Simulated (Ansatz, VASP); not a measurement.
# Na3LaMg in VASP and in Ansatz

Contents of INCAR:

```
PREC = Accurate ; ENCUT = 600
EDIFF = 1E-7 ; ISMEAR = 0
SIGMA = 0.1 ; LREAL = F
LASPH = T ; NELM = 80
ALGO = Normal ; ISIF = 3
LWAVE = F ; LCHARG = F
GGA = PE ; IBRION = 2
NSW = 90 ; EDIFFG = -0.04
```

File KPOINTS:

```
Automatic mesh
0
Gamma
  4 4 4
```

File POSCAR:

```
Na3LaMg
1.0
    4.4574156900      0.0000000000      0.0000000000
    0.0000000000      4.4574156900      0.0000000000
    0.0000000000      0.0000000000      4.4574156900
Na La Mg
3 1 1
Direct
    0.5000000000      0.5000000000      0.0000000000
    0.0000000000      0.5000000000      0.5000000000
    0.5000000000      0.0000000000      0.5000000000
    0.0000000000      0.0000000000      0.0000000000
    0.5000000000      0.5000000000      0.5000000000
```

Input for Ansatz:

```yaml
crystal:
  lattice:
    - [4.45741569, 0.0, 0.0]
    - [0.0, 4.45741569, 0.0]
    - [0.0, 0.0, 4.45741569]
  atoms:
    - { symbol: Na, position: [0.5, 0.5, 0.0] }
    - { symbol: Na, position: [0.0, 0.5, 0.5] }
    - { symbol: Na, position: [0.5, 0.0, 0.5] }
    - { symbol: La, position: [0.0, 0.0, 0.0] }
    - { symbol: Mg, position: [0.5, 0.5, 0.5] }
basis:
  ecutwfc: 420
kpoints:
  mp_grid: { grid: [4, 4, 4] }
hamiltonian:
  xc: pbe
scf:
  occupations: { method: gaussian, width: 0.1 }
  lower_state_search: "off"
output:
  forces: true
  stress: true
  eigenvalues: true
relax:
  adjacent_minimum: "off"
  f_tol: 0.04
  max_steps: 70
  cell: { stress_tol: 0.4 }
```

Change from the starting cell: species swapped into the KZnF3 type (Pm-3m, No. 221).

Alike in both runs: task relaxation of cell and atoms; functional PBE; k mesh 4 × 4 × 4; occupations gaussian, width 0.1 eV; no spin polarisation.

|  | VASP | Ansatz |
| --- | --- | --- |
| version | VASP 6.6.1 | Ansatz 0.2.0 |
| potentials or method | VASP PAW PBE potentials, release 64 (Na_pv, La, Mg), cutoff 600 eV | scalar-relativistic, plane waves, PAW |
| valence electrons in the cell | 34 | 48 |

|  | VASP | Ansatz | Ansatz less VASP |
| --- | --- | --- | --- |
| gap on the k mesh at the Fermi level, each at its own relaxed structure (eV) | none | none | - |
| relaxed volume (Å³/atom) | 37.63 | 36.77 | -0.851 |
| relaxed cell length with the largest relative difference (Å) | 5.730 | 5.686 | -0.0435 |

A gap of «none» marks a metal or a gap that the smearing closes. VASP's potentials hold 34 valence electrons a cell and Ansatz's 48, so a difference there can come from the potentials and not from the codes.

Neither program's run includes spin-orbit coupling. Noted on VASP's run: the volume moved by over 15 % at a fixed basis, so the end points are rough.
